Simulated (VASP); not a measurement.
The system is InAs (zincblende type).

```
In As
1.0
     0.00000    3.10723    3.10723
     3.10723    0.00000    3.10723
     3.10723    3.10723    0.00000
In As
1 1
Cartesian
  0.0000 0.0000 0.0000
  1.5536 1.5536 1.5536
```

```yaml
Program: VASP 6.6.1
Task: relaxation of cell and atoms
Functional: LDA
Potentials_or_basis: VASP PAW LDA potentials, release 64 (In_d, As)
Cutoff: 600 eV
k_mesh: 9 × 9 × 9
Occupations: fermi-dirac, width 0.02 eV
Spin: no spin polarisation
```

At the start: pressure -4.4 GPa; volume 30.00 Å³/atom.

**Question.** Where does the relaxation end?

**Answer.** Over 3 steps the energy falls by 37.8 meV/atom and the volume is 27.44 Å³/atom (-8.5 %); space group F-43m (No. 216, to 0.1 Å) before and after.

The path:
```tsv
step	energy change (eV)	largest force (eV/Å)	pressure (GPa)	volume (Å³)
1	0.0000	0.0000	-4.35	60.00
2	-0.0653	0.0000	2.03	53.20
3	-0.0757	0.0000	-0.01	54.88
```

Final structure:
```
In As
1.0
     0.00000    3.01619    3.01619
     3.01619    0.00000    3.01619
     3.01619    3.01619    0.00000
In As
1 1
Direct
  0.00000 0.00000 0.00000
  0.25000 0.25000 0.25000
```
